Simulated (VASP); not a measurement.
# BaS (I4/mmm) in VASP: notebook, part 2 of 2

VASP 6.6.1. Earlier steps stand in the parts before.

## (4) Single point, r2SCAN (in-plane strain -0.005)

File POSCAR:

```
BaS
1.0
    3.1966329720      3.1966329720      0.0000000000
   -3.1966329720      3.1966329720      0.0000000000
    0.0000000000      3.1966329720      3.2223345436
Ba S
1 1
Direct
    0.0000000000      0.0000000000      0.0000000000
    0.5000000000      0.5000000000      0.0000000000
```

File INCAR.step1:

```
SYSTEM = BaS
ALGO = Normal
EDIFF = 1E-4
ENCUT = 520
GGA = PE
ISMEAR = 0
LASPH = .TRUE.
LCHARG = .FALSE.
LREAL = .FALSE.
LWAVE = .TRUE.
NBANDS = 15
NELM = 100
PREC = Accurate
SIGMA = 0.01
```

File INCAR.step2:

```
SYSTEM = BaS
ALGO = Normal
EDIFF = 1E-6
ENCUT = 520
ISIF = 2
ISMEAR = 0
ISTART = 1
LASPH = .TRUE.
LCHARG = .FALSE.
LMIXTAU = .TRUE.
LREAL = .FALSE.
LWAVE = .FALSE.
METAGGA = R2SCAN
NBANDS = 15
NELM = 100
PREC = Accurate
SIGMA = 0.01
```

File KPOINTS:

```
k-points
0
G
  6 6 6
  0 0 0
```

Started as:

```console
cat potpaw_PBE.64/Ba_sv/POTCAR potpaw_PBE.64/S/POTCAR > POTCAR
cp INCAR.step1 INCAR
mpirun -np 1 vasp_std > vasp.out
cp INCAR.step2 INCAR
mpirun -np 1 vasp_std > vasp.out
```

Run time: 86 s. Hardware: 1 thread of AMD EPYC 9R45 (Zen 5), shared host; peak memory 0.19 GiB.

The run converged. Its results:

```yaml
Free_energy: -39.2026 eV
Pressure: 0.9 GPa
Band_gap_on_the_k_mesh: 2.47 eV (least direct gap 2.61 eV)
```

Stress tensor (GPa, compression positive):
```
1.13 0.00 0.00
0.00 1.13 0.00
0.00 0.00 0.41
```

Levels at points of the mesh, in eV from the valence-band top:
| k point | band 4 | band 5 | band 6 | band 7 | band 8 | band 9 | band 10 | band 11 | band 12 | band 13 |
| --- | --- | --- | --- | --- | --- | --- | --- | --- | --- | --- |
| (0.00, 0.00, 0.00) | -11.49 | -10.79 | -0.03 | 0.00 | 0.00 | 4.15 | 4.26 | 4.32 | 4.32 | 5.30 |
| (0.50, 0.00, 0.00) | -11.52 | -9.50 | -1.90 | -1.07 | -1.07 | 5.99 | 6.09 | 6.79 | 6.81 | 9.48 |
| (0.50, 0.50, 0.00) | -11.67 | -10.70 | -0.53 | -0.17 | -0.14 | 2.47 | 6.48 | 6.66 | 7.94 | 8.01 |
| (0.00, 0.00, 0.50) | -11.67 | -10.70 | -0.57 | -0.14 | -0.14 | 2.48 | 6.47 | 6.65 | 7.98 | 7.98 |

Caveat: the cell differs from its parent crystal (in-plane strain -0.005); the PAW data sets were made with another functional, which shifts forces and pressure a little; spin-orbit coupling is left out, which moves the levels of the heavy elements. A k mesh can miss the band edges.

## (5) Single point, r2SCAN (film at in-plane strain -0.005)

Changes to POSCAR since step 4:

```diff
@@ -4,3 +4,3 @@
    -3.1966329720      3.1966329720      0.0000000000
-    0.0000000000      3.1966329720      3.2223345436
+    0.0000000000      3.1966329720      3.2183892161
 Ba S
```

File INCAR.step1:

```
SYSTEM = BaS
ALGO = Normal
EDIFF = 1E-4
ENCUT = 520
GGA = PE
ISMEAR = 0
LASPH = .True.
LCHARG = .False.
LREAL = .False.
LWAVE = .True.
NBANDS = 15
NELM = 80
PREC = Accurate
SIGMA = 0.01
```

File INCAR.step2:

```
SYSTEM = BaS
ALGO = Normal
EDIFF = 1E-7
ENCUT = 520
ISIF = 2
ISMEAR = 0
ISTART = 1
LASPH = .True.
LCHARG = .False.
LMIXTAU = .True.
LREAL = .False.
LWAVE = .False.
METAGGA = R2SCAN
NBANDS = 15
NELM = 80
PREC = Accurate
SIGMA = 0.01
```

File KPOINTS:

```
k-points
0
Gamma
  6 6 6
  0 0 0
```

Started as:

```console
cat potpaw_PBE.64/Ba_sv/POTCAR potpaw_PBE.64/S/POTCAR > POTCAR
cp INCAR.step1 INCAR
mpirun -np 1 vasp_std > vasp.out
cp INCAR.step2 INCAR
mpirun -np 1 vasp_std > vasp.out
```

Run time: 1.9 min. Hardware: 1 thread of AMD EPYC 9R45 (Zen 5), shared host; peak memory 0.2 GiB.

It converged, with:

- Free energy: -39.2023 eV
- Pressure: 0.9 GPa
- Band gap on the k mesh: 2.47 eV (least direct gap 2.61 eV)

Stress tensor (GPa, compression positive):
```
1.15 0.00 0.00
0.00 1.15 0.00
0.00 0.00 0.54
```

Levels at points of the mesh, in eV from the valence-band top:
| k point | band 6 | band 7 | band 8 | band 9 | band 10 | band 11 |
| --- | --- | --- | --- | --- | --- | --- |
| (0.00, 0.00, 0.00) | -0.02 | 0.00 | 0.00 | 4.16 | 4.27 | 4.31 |
| (0.50, 0.00, 0.00) | -1.90 | -1.07 | -1.07 | 5.99 | 6.10 | 6.80 |
| (0.50, 0.50, 0.00) | -0.53 | -0.16 | -0.14 | 2.47 | 6.48 | 6.67 |
| (0.00, 0.00, 0.50) | -0.57 | -0.14 | -0.14 | 2.48 | 6.48 | 6.66 |

Caveat: the cell differs from its parent crystal (film at in-plane strain -0.005); the PAW data sets were made with another functional, which shifts forces and pressure a little; spin-orbit coupling is left out, which moves the levels of the heavy elements.

## (6) Single point, r2SCAN (in-plane strain +0.005, then relaxed in part)

File POSCAR:

```
BaS
1.0
    3.2287599366      3.2287599366      0.0000000000
   -3.2287599366      3.2287599366      0.0000000000
    0.0000000000      3.2287599366      3.2066726118
Ba S
1 1
Direct
    0.0000000000      0.0000000000      0.0000000000
    0.5000000000      0.5000000000      0.0000000000
```

File INCAR.step1:

```
SYSTEM = BaS
ALGO     = Normal         ! electronic algorithm
EDIFF    = 1E-4           ! SCF threshold, eV
ENCUT    = 520            ! plane-wave cutoff, eV
GGA      = PE             ! functional
ISMEAR   = 0              ! smearing method
LASPH    = .TRUE.         ! aspherical terms in the spheres
LCHARG   = .FALSE.        ! write CHGCAR
LREAL    = .FALSE.        ! projectors in reciprocal space
LWAVE    = .TRUE.         ! write WAVECAR
NBANDS   = 15             ! bands
NELM     = 60             ! most SCF steps
PREC     = Accurate       ! precision mode
SIGMA    = 0.01           ! smearing width, eV
```

File INCAR.step2:

```
SYSTEM = BaS
ALGO     = Normal         ! electronic algorithm
EDIFF    = 1E-7           ! SCF threshold, eV
ENCUT    = 520            ! plane-wave cutoff, eV
ISIF     = 2              ! what is computed and relaxed
ISMEAR   = 0              ! smearing method
ISTART   = 1            
LASPH    = .TRUE.         ! aspherical terms in the spheres
LCHARG   = .FALSE.        ! write CHGCAR
LMIXTAU  = .TRUE.       
LREAL    = .FALSE.        ! projectors in reciprocal space
LWAVE    = .FALSE.        ! write WAVECAR
METAGGA  = R2SCAN         ! meta-GGA
NBANDS   = 15             ! bands
NELM     = 60             ! most SCF steps
PREC     = Accurate       ! precision mode
SIGMA    = 0.01           ! smearing width, eV
```

File KPOINTS:

```
k-points
0
G
  6 6 6
  0 0 0
```

Potentials or basis: VASP PAW PBE potentials, release 64 (Ba_sv, S).

Started as:

```console
cat potpaw_PBE.64/Ba_sv/POTCAR potpaw_PBE.64/S/POTCAR > POTCAR
cp INCAR.step1 INCAR
mpirun -np 1 vasp_std > vasp.out
cp INCAR.step2 INCAR
mpirun -np 1 vasp_std > vasp.out
```

Wall time 1.7 min (1 thread of AMD EPYC 9R45 (Zen 5), shared host); peak memory 0.2 GiB.

Results (log left out):

```yaml
Free_energy: -39.2062 eV
Pressure: 0.2 GPa
Band_gap_on_the_k_mesh: 2.49 eV (least direct gap 2.64 eV)
```

Stress tensor (GPa, compression positive):
```
-0.01  0.00  0.00
 0.00 -0.01  0.00
 0.00  0.00  0.57
```

Levels at points of the mesh, in eV from the valence-band top:
```tsv
k point	band 6	band 7	band 8	band 9	band 10	band 11
(0.00, 0.00, 0.00)	-0.02	-0.02	0.00	4.07	4.27	4.27
(0.50, 0.00, 0.00)	-1.88	-1.05	-1.05	5.93	6.04	6.73
(0.50, 0.50, 0.00)	-0.58	-0.17	-0.15	2.49	6.42	6.56
(0.00, 0.00, 0.50)	-0.54	-0.17	-0.17	2.49	6.45	6.55
```

Caveat: the cell differs from its parent crystal (in-plane strain +0.005, then relaxed in part); the PAW data sets were made with another functional, which shifts forces and pressure a little; spin-orbit coupling is left out, which moves the levels of the heavy elements. A k mesh can miss the band edges.

## (7) The runs side by side

| cell | gap on the mesh (eV) | pressure (GPa) |
| --- | --- | --- |
| a = 4.498, b = 4.498, c = 4.534 Å, angles 60.3, 60.3, 90.0°, 2 atoms | 2.45 | 1.3 |
| a = 4.521, b = 4.521, c = 4.536 Å, angles 60.1, 60.1, 90.0°, 2 atoms | 2.47 | 0.9 |
| a = 4.521, b = 4.521, c = 4.539 Å, angles 60.1, 60.1, 90.0°, 2 atoms | 2.47 | 0.9 |
| a = 4.566, b = 4.566, c = 4.551 Å, angles 59.9, 59.9, 90.0°, 2 atoms | 2.49 | 0.2 |

Alike in all rows: task single point; level r2SCAN; potentials or basis VASP PAW PBE potentials, release 64 (Ba_sv, S); no spin polarisation; k mesh 6 × 6 × 6; cutoff (eV) 520; smearing gaussian 0.01 eV.

Caveats: the PAW data sets were made with another functional, which shifts forces and pressure a little; spin-orbit coupling is left out, which moves the levels of the heavy elements.

Total energies depend on the potentials used, so only differences within one code and one set of settings carry meaning.
